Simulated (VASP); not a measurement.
# As in VASP: single point with PBE+D3(BJ)

Aim: the single point of As with PBE+D3(BJ).

Program: VASP 6.6.1. These are calculated values, not measurements. Logs are shortened: lines on timing, memory, paths and dates and some standing lists are left out, and cuts for length are marked.

## 1. The cell of the first run

The cell holds a slab with vacuum, 4 atoms: a = 3.572 Å, b = 3.572 Å, c = 20.295 Å, α = 90.00°, β = 90.00°, γ = 120.00°.

## 2. Single point, PBE+D3(BJ) (layers slid over each other)

File INCAR:

```
SYSTEM = As
  PREC = Accurate
  ENCUT = 400
  EDIFF = 1E-6
  ISMEAR = 0
  SIGMA = 0.05
  LREAL = .False.
  LASPH = .True.
  NELM = 120
  ALGO = Normal
  ISIF = 2
  LWAVE = .False.
  LCHARG = .False.
  LDIPOL = .True.
  IDIPOL = 3
  DIPOL = 0.5 0.5 0.371
  GGA = PE
  IVDW = 12
  NBANDS = 38
  GGA_COMPAT = .False.
  NELMDL = -8
```

File KPOINTS:

```
regular mesh
0
Gamma
  9 9 1
  0 0 0
```

File POSCAR:

```
As
1.0
    3.5716243461      0.0000000000      0.0000000000
   -1.7858121731      3.0931174165      0.0000000000
    0.0000000000      0.0000000000     20.2951239530
As
4
Direct
    0.3333333333      0.6666666667      0.2217281358
    0.6666666667      0.3333333333      0.2905900940
    0.6666666667      0.6666666667      0.4517125393
    1.0000000000      0.3333333333      0.5205744975
```

Potentials or basis: VASP PAW PBE potentials, release 64 (As_d).

Started as:

```bash
> cat potpaw_PBE.64/As_d/POTCAR > POTCAR
> mpirun -np 1 vasp_std > vasp.out
```

OUTCAR:

```text
SYSTEM = As
   PREC = Accurate
   ENCUT = 400
   EDIFF = 1E-6
   ISMEAR = 0
   LREAL = .False.
   LASPH = .True.
   NELM = 120
   ISIF = 2
   GGA = PE
   IVDW = 12
   NELMDL = -8
 IVDW          = 12

 ion  position               nearest neighbor table
   1  0.333  0.667  0.222-   2 2.49   2 2.49   2 2.49
   2  0.667  0.333  0.291-   1 2.49   1 2.49   1 2.49
   3  0.667  0.667  0.452-   4 2.49   4 2.49   4 2.49
   4  0.000  0.333  0.521-   3 2.49   3 2.49   3 2.49

  LATTYP: Found a hexagonal cell.
 ALAT       =     3.5716243461
 C/A-ratio  =     5.6823232195

  Lattice vectors:

 A1 = (   3.5716243461,   0.0000000000,   0.0000000000)
 A2 = (  -1.7858121731,   3.0931174165,   0.0000000000)
 A3 = (   0.0000000000,   0.0000000000,  20.2951239530)

Analysis of symmetry for initial positions (statically):
=====================================================================
 Subroutine PRICEL returns:
 Original cell was already a primitive cell.

 Routine SETGRP: Setting up the symmetry group for a
 hexagonal supercell.

 Subroutine GETGRP returns: Found  2 space group operations
 (whereof  1 operations were pure point group operations)
 out of a pool of 24 trial point group operations.

The static configuration has the point symmetry C_1 .
 The point group associated with its full space group is S_2 .

Analysis of symmetry for dynamics (positions and initial velocities):
=====================================================================
 Subroutine PRICEL returns:
 Original cell was already a primitive cell.

 Routine SETGRP: Setting up the symmetry group for a
 hexagonal supercell.

 Subroutine GETGRP returns: Found  2 space group operations
 (whereof  1 operations were pure point group operations)
 out of a pool of 24 trial point group operations.

The dynamic configuration has the point symmetry C_1 .
 The point group associated with its full space group is S_2 .

 Subroutine INISYM returns: Found  2 space group operations
 (whereof  1 operations are pure point group operations),
 and found     1 'primitive' translations

----------------------------------------------------------------------------------------

                                     Primitive cell

  volume of cell :     224.2094

  direct lattice vectors                    reciprocal lattice vectors
     3.571624346  0.000000000  0.000000000     0.279984652  0.161649214  0.000000000
    -1.785812173  3.093117417  0.000000000     0.000000000  0.323298429  0.000000000
     0.000000000  0.000000000 20.295123953     0.000000000  0.000000000  0.049272919

  length of vectors
     3.571624346  3.571624346 20.295123953     0.323298429  0.323298429  0.049272919

  position of ions in fractional coordinates (direct lattice)
     0.333333333  0.666666667  0.221728136
     0.666666667  0.333333333  0.290590094
     0.666666667  0.666666667  0.451712539
     1.000000000  0.333333333  0.520574498

  ion indices of the primitive-cell ions
   primitive index   ion index
                 1           1
                 2           2
                 3           3
                 4           4

----------------------------------------------------------------------------------------

 KPOINTS: regular mesh

Automatic generation of k-mesh.
 Grid dimensions read from file:
 generate k-points for:    9    9    1

 Generating k-lattice:

  Cartesian coordinates                     Fractional coordinates (reciprocal lattice)
     0.031109406  0.017961024  0.000000000     0.111111111  0.000000000  0.000000000
     0.000000000  0.035922048  0.000000000     0.000000000  0.111111111  0.000000000
     0.000000000  0.000000000  0.049272919     0.000000000  0.000000000  1.000000000

  Length of vectors
     0.035922048  0.035922048  0.049272919

  Shift w.r.t. Gamma in fractional coordinates (k-lattice)
     0.000000000  0.000000000  0.000000000

 Subroutine IBZKPT returns following result:
 ===========================================

 Found     41 irreducible k-points:

 Following reciprocal coordinates:
            Coordinates               Weight
  0.000000  0.000000  0.000000      1.000000
  0.111111 -0.000000  0.000000      2.000000
  0.000000  0.111111  0.000000      2.000000
 -0.111111  0.111111  0.000000      2.000000
  0.222222  0.000000  0.000000      2.000000
  0.000000  0.222222  0.000000      2.000000
[... 16 lines left out ...]
  0.333333  0.111111  0.000000      2.000000
 -0.111111  0.444444  0.000000      2.000000
 [... further k-points ...]
   k-points           NKPTS =     41   k-points in BZ     NKDIM =     41   number of bands    NBANDS=     38
   number of dos      NEDOS =    301   number of ions     NIONS =      4
   total plane-waves  NPLWV =  80640
   dimension x,y,z NGX =    24 NGY =   24 NGZ =  140
   dimension x,y,z NGXF=    48 NGYF=   48 NGZF=  280
   ions per type =               4
   NGX,Y,Z   is equivalent  to a cutoff of  11.17, 11.17, 11.47 a.u.
   NGXF,Y,Z  is equivalent  to a cutoff of  22.34, 22.34, 22.94 a.u.
 SYSTEM =  As
   PREC   = accura    normal or accurate (medium, high low for compatibility)
   ISTART =      0    job   : 0-new  1-cont  2-samecut
   ICHARG =      2    charge: 1-file 2-atom 10-const
   ISPIN  =      1    spin polarized calculation?
   LNONCOLLINEAR =      F non collinear calculations
   LSORBIT =      F    spin-orbit coupling
   LASPH  =      T    aspherical Exc in radial PAW
   ENCUT  =  400.0 eV  29.40 Ry    5.42 a.u.   5.82  5.82 33.10*2*pi/ulx,y,z
   NELM   =    120;   NELMIN=  2; NELMDL= -8     # of ELM steps
   EDIFF  = 0.1E-05   stopping-criterion for ELM
   LREAL  =      F    real-space projection
   EDIFFG = 0.1E-04   stopping-criterion for IOM
   NSW    =      0    number of steps for IOM
   IBRION =     -1    ionic relax: 0-MD 1-quasi-New 2-CG
   NFREE  =      0    steps in history (QN), initial steepest desc. (CG)
   ISIF   =      2    stress and relaxation
   ISYM   =      2    0-nonsym 1-usesym 2-fastsym
   POTIM  = 0.5000    time-step for ionic-motion
   TEBEG  =    0.0;   TEEND  =   0.0 temperature during run
   PSTRESS=    0.0 pullay stress
   NELECT =      60.0000    total number of electrons
   NUPDOWN=      -1.0000    fix difference up-down
   EMIN   =  10.00;   EMAX   =-10.00  energy-range for DOS
   EFERMI =   0.00;   METHOD = LEGACY
   ISMEAR =     0;   SIGMA  =   0.05  broadening in eV -4-tet -1-fermi 0-gaus
   EFERMI_NEDOS =   21; number of points for ismear=-14 and -15
   IALGO  =     38    algorithm
   IMIX   =      4    mixing-type and parameters
     AMIX     =   0.40;   BMIX     =  1.00
     AMIX_MAG =   1.60;   BMIX_MAG =  1.00
  volume/ion in A,a.u.               =      56.05       378.26
  Fermi-wavevector in a.u.,A,eV,Ry     =   1.054971  1.993607 15.142799  1.112964
  Thomas-Fermi vector in A             =   2.190152
   LORBIT       =      0    0 simple, 1 ext, 2 COOP (PROOUT), +10 PAW based schemes
   GGA     = PE    functional components
   LHFCALC =     F    Hartree Fock is set to
   AEXX    =    0.0000 exact exchange contribution
   IVDW    =    12    specifies the selected vdW correction
   LEPSILON=     F    determine dielectric tensor
   LRPA    =     F    only Hartree local field effects (RPA)
 non-spin polarized calculation
 Gauss-broadening in eV      SIGMA  =   0.05
  energy-cutoff  :      400.00
  volume of cell :      224.21
 maximum number of plane-waves:      4097
   NGX = 11   NGY = 11   NGZ = 67

 dipolmoment           0.000000      0.000000     -0.000000 electrons x Angstroem

 number of electron      60.0000033 magnetization

 dipolmoment           0.000000      0.000000      0.000004 electrons x Angstroem

 Free energy of the ion-electron system (eV)
  ---------------------------------------------------
  ext. energy  EPLUGINS =         0.00000000
  ---------------------------------------------------
  free energy    TOTEN  =       -18.63996820 eV

  energy without entropy =      -18.63996820  energy(sigma->0) =      -18.63996820

 E-fermi :  -1.6118     XC(G=0):  -4.9205

 val. band max:       -1.8639163257   @ k =  -0.2222   0.1111   0.0000
 cond. band min:      -0.9751665442   @ k =   0.3333   0.0000   0.0000
 fundamental gap:      0.8887497815
 Fermi energy:        -1.6118085485

 k-point     1 :       0.0000    0.0000    0.0000
  band No.  band energies     occupation
      1     -37.3609      2.00000
      2     -37.3608      2.00000
      3     -37.3601      2.00000
      4     -37.3600      2.00000
      5     -37.3197      2.00000
      6     -37.3196      2.00000
[... 30 lines left out ...]
     37       2.6344      0.00000
     38       2.8980      0.00000

 k-point     2 :       0.1111   -0.0000    0.0000
  band No.  band energies     occupation
      1     -37.3599      2.00000
      2     -37.3598      2.00000
      3     -37.3570      2.00000
      4     -37.3569      2.00000
      5     -37.3182      2.00000
      6     -37.3180      2.00000
[... 30 lines left out ...]
     37       2.8614      0.00000
     38       3.1082      0.00000

 k-point     3 :       0.0000    0.1111    0.0000
  band No.  band energies     occupation
      1     -37.3601      2.00000
      2     -37.3600      2.00000
      3     -37.3568      2.00000
      4     -37.3567      2.00000
      5     -37.3181      2.00000
      6     -37.3180      2.00000
[... 30 lines left out ...]
     37       2.8578      0.00000
     38       3.1140      0.00000

 k-point     4 :      -0.1111    0.1111    0.0000
  band No.  band energies     occupation
      1     -37.3605      2.00000
      2     -37.3603      2.00000
      3     -37.3565      2.00000
      4     -37.3563      2.00000
      5     -37.3189      2.00000
      6     -37.3188      2.00000
[... 30 lines left out ...]
     37       2.8619      0.00000
     38       3.1087      0.00000
[... 703 lines left out ...]
      4     -37.3375      2.00000
      5     -37.3128      2.00000
      6     -37.3126      2.00000
[... 30 lines left out ...]
     37       3.9048      0.00000
     38       4.1026      0.00000

 k-point    23 :       0.3333    0.1111    0.0000
  band No.  band energies     occupation
      1     -37.3572      2.00000
      2     -37.3569      2.00000
      3     -37.3275      2.00000
      4     -37.3273      2.00000
      5     -37.3027      2.00000
      6     -37.3025      2.00000
[... 30 lines left out ...]
     37       4.3757      0.00000
     38       4.8313      0.00000

 k-point    24 :      -0.1111    0.4444    0.0000
  band No.  band energies     occupation
      1     -37.3574      2.00000
      2     -37.3572      2.00000
      3     -37.3275      2.00000
      4     -37.3274      2.00000
      5     -37.3033      2.00000
      6     -37.3031      2.00000
[... 30 lines left out ...]
     37       4.3745      0.00000
     38       4.8896      0.00000

 [... further k-points ...]

------------------------ aborting loop because EDIFF is reached ----------------------------------------

 vacuum level on the upper side and lower side of the slab       (xc-potential included)        -0.137        -0.137

 Edisp (eV)   -1.09148

 E8    (eV) :    -0.4766

  FORCE on cell =-STRESS in cart. coord.  units (eV):
  Direction    XX          YY          ZZ          XY          YZ          ZX
  --------------------------------------------------------------------------------------
  -------------------------------------------------------------------------------------
  Total      -0.06688     0.27672     0.02429    -0.02203     0.32953    -0.25438
  in kB      -0.47789     1.97739     0.17354    -0.15742     2.35481    -1.81776
  external pressure =        0.56 kB  Pullay stress =        0.00 kB

 VOLUME and BASIS-vectors are now :
 -----------------------------------------------------------------------------
  energy-cutoff  :      400.00
  volume of cell :      224.21
      direct lattice vectors                 reciprocal lattice vectors
     3.571624346  0.000000000  0.000000000     0.279984652  0.161649214  0.000000000
    -1.785812173  3.093117417  0.000000000     0.000000000  0.323298429  0.000000000
     0.000000000  0.000000000 20.295123953     0.000000000  0.000000000  0.049272919

 POSITION                                       TOTAL-FORCE (eV/Angst)
 -----------------------------------------------------------------------------------
     -0.00000      2.06208      4.50000         0.024790     -0.029016     -0.016064
      1.78581      1.03104      5.89756         0.032004     -0.046947     -0.016462
      1.19054      2.06208      9.16756        -0.032004      0.046947      0.016462
     -0.59527      1.03104     10.56512        -0.024790      0.029016      0.016064
 -----------------------------------------------------------------------------------
    total drift:                               -0.000000      0.000000      0.000535

  FREE ENERGIE OF THE ION-ELECTRON SYSTEM (eV)
  ---------------------------------------------------
  free  energy   TOTEN  =       -19.7314448157 eV

  energy  without entropy=      -19.7314448157  energy(sigma->0) =      -19.73144482

 vacuum level on the upper side and lower side of the slab         3.011         3.011
```

Run time: 4.1 min. Hardware: 1 thread of Intel Xeon Platinum 8488C (Sapphire Rapids), shared host; peak memory 0.37 GiB.

Results:

```yaml
Free_energy: -19.7314 eV
Largest_force: 0.059 eV/Å
Band_gap_on_the_k_mesh: 0.89 eV (least direct gap 1.48 eV)
Dispersion_energy_per_atom: -0.273 eV
```

Forces on the atoms (eV/Å):
```
As   0.025 -0.029 -0.016
As   0.032 -0.047 -0.016
As  -0.032  0.047  0.016
As  -0.025  0.029  0.016
```

Caveat: the cell differs from its parent crystal (layers slid over each other).
